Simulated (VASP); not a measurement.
# Y (Fm-3m) in VASP: a series of runs

Y is run at these levels: PBE; tasks: single point, relaxation of cell and atoms.

All numbers are computed with VASP 6.6.1; they aren't measurements. Logs are shortened: lines on timing, memory, paths and dates and some standing lists are left out, and cuts for length are marked.

## Step 1: The cell of the first run

It takes space group Fm-3m (No. 225, cubic). Conventional cell: a = 5.062 Å, b = 5.062 Å, c = 5.062 Å, α = 90.00°, β = 90.00°, γ = 90.00°. Within 4.7 Å of Y (site symmetry m-3m) lie 12 Y at 3.58 Å.

## Step 2: Single point, PBE

INCAR reads:

```
ALGO = Normal ; EDIFF = 1E-6
ENCUT = 520 ; GGA = PE
ISIF = 2 ; ISMEAR = 0
LASPH = True ; LCHARG = True
LELF = True ; LREAL = False
LVHAR = True ; LWAVE = False
NBANDS = 12 ; NELM = 100
PREC = Accurate ; SIGMA = 0.1
```

KPOINTS reads:

```
k-points
0
Gamma
  22 22 22
```

POSCAR reads:

```
Y
1.0
   -1.7897175915      1.7897175915      2.5311320700
    1.7897175915     -1.7897175915      2.5311320700
    1.7897175915      1.7897175915     -2.5311320700
Y
1
Direct
    0.0000000000      0.0000000000      0.0000000000
```

Potentials or basis: VASP PAW PBE potentials, release 64 (Y_sv).

Run with:

```
cat potpaw_PBE.64/Y_sv/POTCAR > POTCAR
mpirun -np 1 vasp_std > vasp.out
```

OUTCAR:

```text
EDIFF = 1E-6
   ENCUT = 520
   GGA = PE
   ISIF = 2
   ISMEAR = 0
   LASPH = True
   LREAL = False
   NELM = 100
   PREC = Accurate

 ion  position               nearest neighbor table
   1  0.000  0.000  0.000-

  LATTYP: Found a body centered tetragonal cell.
 ALAT       =     3.5794351830
 C/A-ratio  =     1.4142633911

  Lattice vectors:

 A1 = (  -1.7897175915,   1.7897175915,   2.5311320700)
 A2 = (   1.7897175915,  -1.7897175915,   2.5311320700)
 A3 = (   1.7897175915,   1.7897175915,  -2.5311320700)

Analysis of symmetry for initial positions (statically):
=====================================================================
 Subroutine PRICEL returns:
 Original cell was already a primitive cell.

 Routine SETGRP: Setting up the symmetry group for a
 body centered tetragonal supercell.

 Subroutine GETGRP returns: Found 16 space group operations
 (whereof 16 operations were pure point group operations)
 out of a pool of 16 trial point group operations.

The static configuration has the point symmetry D_4h.

Analysis of symmetry for dynamics (positions and initial velocities):
=====================================================================
 Subroutine PRICEL returns:
 Original cell was already a primitive cell.

 Routine SETGRP: Setting up the symmetry group for a
 body centered tetragonal supercell.

 Subroutine GETGRP returns: Found 16 space group operations
 (whereof 16 operations were pure point group operations)
 out of a pool of 16 trial point group operations.

The dynamic configuration has the point symmetry D_4h.

 Subroutine INISYM returns: Found 16 space group operations
 (whereof 16 operations are pure point group operations),
 and found     1 'primitive' translations

----------------------------------------------------------------------------------------

                                     Primitive cell

  volume of cell :      32.4298

  direct lattice vectors                    reciprocal lattice vectors
    -1.789717592  1.789717592  2.531132070     0.000000000  0.279373686  0.197540068
     1.789717592 -1.789717592  2.531132070     0.279373686  0.000000000  0.197540068
     1.789717592  1.789717592 -2.531132070     0.279373686  0.279373686  0.000000000

  length of vectors
     3.579498243  3.579498243  3.579498243     0.342157470  0.342157470  0.395094055

  position of ions in fractional coordinates (direct lattice)
     0.000000000  0.000000000  0.000000000

  ion indices of the primitive-cell ions
   primitive index   ion index
                 1           1

----------------------------------------------------------------------------------------

 KPOINTS: k-points

Automatic generation of k-mesh.
 Grid dimensions read from file:
 generate k-points for:   22   22   22

 Generating k-lattice:

  Cartesian coordinates                     Fractional coordinates (reciprocal lattice)
     0.000000000  0.012698804  0.008979094     0.045454545 -0.000000000  0.000000000
     0.012698804  0.000000000  0.008979094    -0.000000000  0.045454545  0.000000000
     0.012698804  0.012698804  0.000000000     0.000000000  0.000000000  0.045454545

  Length of vectors
     0.015552612  0.015552612  0.017958821

  Shift w.r.t. Gamma in fractional coordinates (k-lattice)
     0.000000000  0.000000000  0.000000000

 Subroutine IBZKPT returns following result:
 ===========================================

 Found    834 irreducible k-points:

 Following reciprocal coordinates:
            Coordinates               Weight
  0.000000  0.000000  0.000000      1.000000
  0.045455 -0.000000  0.000000      8.000000
  0.090909 -0.000000  0.000000      8.000000
  0.136364  0.000000 -0.000000      8.000000
  0.181818 -0.000000  0.000000      8.000000
  0.227273  0.000000  0.000000      8.000000
[... 16 lines left out ...]
  0.500000  0.045455  0.000000     16.000000
 -0.454545  0.045455  0.000000     16.000000
 [... further k-points ...]
   k-points           NKPTS =    834   k-points in BZ     NKDIM =    834   number of bands    NBANDS=     12
   number of dos      NEDOS =    301   number of ions     NIONS =      1
   total plane-waves  NPLWV =  21952
   dimension x,y,z NGX =    28 NGY =   28 NGZ =   28
   dimension x,y,z NGXF=    56 NGYF=   56 NGZF=   56
   ions per type =               1
   NGX,Y,Z   is equivalent  to a cutoff of  13.00, 13.00, 13.00 a.u.
   NGXF,Y,Z  is equivalent  to a cutoff of  26.01, 26.01, 26.01 a.u.
 SYSTEM =  unknown system
   PREC   = accura    normal or accurate (medium, high low for compatibility)
   ISTART =      0    job   : 0-new  1-cont  2-samecut
   ICHARG =      2    charge: 1-file 2-atom 10-const
   ISPIN  =      1    spin polarized calculation?
   LNONCOLLINEAR =      F non collinear calculations
   LSORBIT =      F    spin-orbit coupling
   LASPH  =      T    aspherical Exc in radial PAW
   ENCUT  =  520.0 eV  38.22 Ry    6.18 a.u.   6.66  6.66  6.66*2*pi/ulx,y,z
   NELM   =    100;   NELMIN=  2; NELMDL= -5     # of ELM steps
   EDIFF  = 0.1E-05   stopping-criterion for ELM
   LREAL  =      F    real-space projection
   EDIFFG = 0.1E-04   stopping-criterion for IOM
   NSW    =      0    number of steps for IOM
   IBRION =     -1    ionic relax: 0-MD 1-quasi-New 2-CG
   NFREE  =      0    steps in history (QN), initial steepest desc. (CG)
   ISIF   =      2    stress and relaxation
   ISYM   =      2    0-nonsym 1-usesym 2-fastsym
   POTIM  = 0.5000    time-step for ionic-motion
   TEBEG  =    0.0;   TEEND  =   0.0 temperature during run
   PSTRESS=    0.0 pullay stress
   NELECT =      11.0000    total number of electrons
   NUPDOWN=      -1.0000    fix difference up-down
   EMIN   =  10.00;   EMAX   =-10.00  energy-range for DOS
   EFERMI =   0.00;   METHOD = LEGACY
   ISMEAR =     0;   SIGMA  =   0.10  broadening in eV -4-tet -1-fermi 0-gaus
   EFERMI_NEDOS =   21; number of points for ismear=-14 and -15
   IALGO  =     38    algorithm
   IMIX   =      4    mixing-type and parameters
     AMIX     =   0.40;   BMIX     =  1.00
     AMIX_MAG =   1.60;   BMIX_MAG =  1.00
  volume/ion in A,a.u.               =      32.43       218.85
  Fermi-wavevector in a.u.,A,eV,Ry     =   1.141715  2.157529 17.735380  1.303514
  Thomas-Fermi vector in A             =   2.278415
   LORBIT       =      0    0 simple, 1 ext, 2 COOP (PROOUT), +10 PAW based schemes
   GGA     = PE    functional components
   LHFCALC =     F    Hartree Fock is set to
   AEXX    =    0.0000 exact exchange contribution
   IVDW    =     0    specifies the selected vdW correction
   LEPSILON=     F    determine dielectric tensor
   LRPA    =     F    only Hartree local field effects (RPA)
 non-spin polarized calculation
 Gauss-broadening in eV      SIGMA  =   0.10
  energy-cutoff  :      520.00
  volume of cell :       32.43
 maximum number of plane-waves:       897
   NGX = 13   NGY = 13   NGZ = 13

 number of electron      11.0000000 magnetization

 Free energy of the ion-electron system (eV)
  ---------------------------------------------------
  ext. energy  EPLUGINS =         0.00000000
  ---------------------------------------------------
  free energy    TOTEN  =        -6.41109232 eV

  energy without entropy =       -6.40321066  energy(sigma->0) =       -6.40715149

 E-fermi :   3.1175     XC(G=0):  -9.4730

 val. band max:        3.1171319906   @ k =  -0.2727   0.2727   0.0000
 cond. band min:       3.1248362767   @ k =  -0.2273   0.4091   0.0909
 fundamental gap:      0.0077042861
 Fermi energy:         3.1174858443

 k-point     1 :       0.0000    0.0000    0.0000
  band No.  band energies     occupation
      1     -39.5560      2.00000
      2     -19.2514      2.00000
      3     -19.2514      2.00000
      4     -19.2514      2.00000
      5      -1.6471      2.00000
      6       4.9066      0.00000
      7       4.9069      0.00000
      8       4.9069      0.00000
      9       6.9209      0.00000
     10       6.9214      0.00000
     11      12.0934      0.00000
     12      15.3744      0.00000

 k-point     2 :       0.0455   -0.0000    0.0000
  band No.  band energies     occupation
      1     -39.5546      2.00000
      2     -19.2636      2.00000
      3     -19.2529      2.00000
      4     -19.2529      2.00000
      5      -1.5950      2.00000
      6       4.8461      0.00000
      7       4.9319      0.00000
      8       4.9321      0.00000
      9       6.8918      0.00000
     10       6.8922      0.00000
     11      12.2160      0.00000
     12      15.0930      0.00000

 k-point     3 :       0.0909   -0.0000    0.0000
  band No.  band energies     occupation
      1     -39.5508      2.00000
      2     -19.2992      2.00000
      3     -19.2574      2.00000
      4     -19.2574      2.00000
      5      -1.4412      2.00000
      6       4.6798      0.00000
      7       5.0011      0.00000
      8       5.0013      0.00000
      9       6.8178      0.00000
     10       6.8181      0.00000
     11      12.5565      0.00000
     12      14.5058      0.00000

 k-point     4 :       0.1364    0.0000   -0.0000
  band No.  band energies     occupation
      1     -39.5446      2.00000
      2     -19.3549      2.00000
      3     -19.2645      2.00000
      4     -19.2645      2.00000
      5      -1.1937      2.00000
      6       4.4459      0.00000
      7       5.0930      0.00000
      8       5.0932      0.00000
      9       6.7378      0.00000
     10       6.7382      0.00000
     11      12.9958      0.00000
     12      13.9375      0.00000

 k-point     5 :       0.1818   -0.0000    0.0000
  band No.  band energies     occupation
      1     -39.5368      2.00000
      2     -19.4255      2.00000
      3     -19.2735      2.00000
      4     -19.2735      2.00000
      5      -0.8665      2.00000
      6       4.1876      0.00000
      7       5.1673      0.00000
      8       5.1675      0.00000
      9       6.7123      0.00000
     10       6.7125      0.00000
     11      12.9593      0.00000
     12      13.9649      0.00000
[... 228 lines left out ...]
      1     -39.4930      2.00000
      2     -19.7904      2.00000
      3     -19.3340      2.00000
      4     -19.3212      2.00000
      5       1.0510      2.00000
      6       3.6158      0.00000
      7       4.7419      0.00000
      8       4.8268      0.00000
      9       7.9807      0.00000
     10       8.3217      0.00000
     11      11.0239      0.00000
     12      12.3740      0.00000

 k-point    22 :       0.4545    0.0455    0.0000
  band No.  band energies     occupation
      1     -39.4899      2.00000
      2     -19.8153      2.00000
      3     -19.3356      2.00000
      4     -19.3266      2.00000
      5       1.1623      2.00000
      6       3.6750      0.00000
      7       4.7025      0.00000
      8       4.7849      0.00000
      9       8.2570      0.00000
     10       8.4428      0.00000
     11      10.8749      0.00000
     12      12.0364      0.00000

 k-point    23 :       0.5000    0.0455    0.0000
  band No.  band energies     occupation
      1     -39.4894      2.00000
      2     -19.8190      2.00000
      3     -19.3340      2.00000
      4     -19.3292      2.00000
      5       1.1774      2.00000
      6       3.6840      0.00000
      7       4.6944      0.00000
      8       4.7834      0.00000
      9       8.3801      0.00000
     10       8.3814      0.00000
     11      10.8512      0.00000
     12      11.9869      0.00000

 k-point    24 :      -0.4545    0.0455    0.0000
  band No.  band energies     occupation
      1     -39.4916      2.00000
      2     -19.8011      2.00000
      3     -19.3293      2.00000
      4     -19.3288      2.00000
      5       1.0990      2.00000
      6       3.6339      0.00000
      7       4.7162      0.00000
      8       4.8215      0.00000
      9       8.1495      0.00000
     10       8.3193      0.00000
     11      10.9612      0.00000
     12      12.2292      0.00000

 [... further k-points ...]

------------------------ aborting loop because EDIFF is reached ----------------------------------------

  FORCE on cell =-STRESS in cart. coord.  units (eV):
  Direction    XX          YY          ZZ          XY          YZ          ZX
  --------------------------------------------------------------------------------------
  -------------------------------------------------------------------------------------
  Total       -0.0293799     -0.0293799     -0.0295835      0.0000000     -0.0000000      0.0000000
  in kB       -1.4515017     -1.4515017     -1.4615569      0.0000000     -0.0000000      0.0000000
  external PRESSURE =      -1.4548534 kB  Pullay stress =       0.0000000 kB

 VOLUME and BASIS-vectors are now :
 -----------------------------------------------------------------------------
  energy-cutoff  :      520.00
  volume of cell :       32.43
      direct lattice vectors                 reciprocal lattice vectors
    -1.789717592  1.789717592  2.531132070     0.000000000  0.279373686  0.197540068
     1.789717592 -1.789717592  2.531132070     0.279373686  0.000000000  0.197540068
     1.789717592  1.789717592 -2.531132070     0.279373686  0.279373686  0.000000000

 POSITION                                       TOTAL-FORCE (eV/Angst)
 -----------------------------------------------------------------------------------
      0.00000      0.00000      0.00000         0.000000      0.000000     -0.000000
 -----------------------------------------------------------------------------------
    total drift:                                0.000000     -0.000000     -0.000000

  FREE ENERGIE OF THE ION-ELECTRON SYSTEM (eV)
  ---------------------------------------------------
  free  energy   TOTEN  =        -6.4110923238 eV

  energy  without entropy=       -6.4032106649  energy(sigma->0) =       -6.40715149
```

Run time: 2.1 min. Hardware: 1 thread of Intel Xeon 6975P-C (Granite Rapids), shared host; peak memory 0.46 GiB.

Results:

- Free energy: -6.4111 eV
- Pressure: -0.1 GPa

## Step 3: Single point, PBE

INCAR reads:

```
SYSTEM = Y
PREC = Accurate
ENCUT = 520
EDIFF = 1E-6
ISMEAR = 0
SIGMA = 0.1
LREAL = .FALSE.
LASPH = .TRUE.
NELM = 100
ALGO = Normal
ISIF = 2
LWAVE = .FALSE.
LCHARG = .TRUE.
GGA = PE
LELF = .TRUE.
LVHAR = .TRUE.
NBANDS = 12
```

KPOINTS reads:

```
Automatic mesh
0
G
  18 18 18
  0 0 0
```

POSCAR reads:

```
Y
1.0
    0.0000000000      2.5307815502      2.5307815502
    2.5307815502      0.0000000000      2.5307815502
    2.5307815502      2.5307815502      0.0000000000
Y
1
Direct
    0.5000000000      0.5000000000      0.5000000000
```

Potentials or basis: VASP PAW PBE potentials, release 64 (Y_sv).

Run with:

```
cat potpaw_PBE.64/Y_sv/POTCAR > POTCAR
mpirun -np 1 vasp_std > vasp.out
```

It took 1.7 min on 1 thread of AMD EPYC 7R43 (Zen 3), shared host; peak memory 0.2 GiB.

The run converged. Its results:

| Quantity | Value |
| --- | --- |
| Free energy | -6.4114 eV |
| Pressure | -0.1 GPa |

Levels at points of the mesh, in eV from the Fermi level:
| k point | band 2 | band 3 | band 4 | band 5 | band 6 | band 7 | band 8 | band 9 |
| --- | --- | --- | --- | --- | --- | --- | --- | --- |
| (0.00, 0.00, 0.00) | -22.37 | -22.37 | -22.37 | -4.76 | 1.79 | 1.79 | 1.79 | 3.81 |
| (0.50, 0.00, 0.00) | -22.94 | -22.44 | -22.44 | -1.98 | 0.62 | 1.62 | 1.62 | 5.26 |
| (0.50, 0.50, 0.00) | -22.90 | -22.57 | -22.57 | -1.75 | -0.88 | 2.09 | 5.27 | 5.68 |

(Continued in part 2 of 2.)
